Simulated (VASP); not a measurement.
A run of VASP 6.6.1 is set up as follows.

The input INCAR:

```
SYSTEM = KI
PREC = Accurate
ENCUT = 520
EDIFF = 1E-6
ISMEAR = 0
SIGMA = 0.02
LREAL = .False.
LASPH = .True.
NELM = 80
ALGO = Normal
ISIF = 2
LWAVE = .False.
LCHARG = .False.
GGA = PE
NBANDS = 15
```

Contents of KPOINTS:

```
Automatic mesh
0
Gamma
  6 6 6
  0 0 0
```

The input POSCAR:

```
KI
1.0
   -2.8249441441      2.8249441441      4.0000456437
    2.8249441441     -2.8249441441      4.0000456437
    2.8249441441      2.8249441441     -4.0000456437
K I
1 1
Direct
    0.2500000000      0.7500000000      0.5000000000
    0.0000000000      0.0000000000      0.0000000000
```

Potentials or basis: VASP PAW PBE potentials, release 64 (K_sv, I).

Run with:

```console
$ cat potpaw_PBE.64/K_sv/POTCAR potpaw_PBE.64/I/POTCAR > POTCAR
$ mpirun -np 1 vasp_std > vasp.out
```

Task: Predict the band gap on the k mesh.

Result: 3.89 eV, indirect (the least direct gap lies 2.3 meV higher).

Task: Predict the pressure.

Result: 0.0 GPa.

Caveat: spin-orbit coupling is left out, which moves the levels of the heavy elements. A k mesh can miss the band edges.
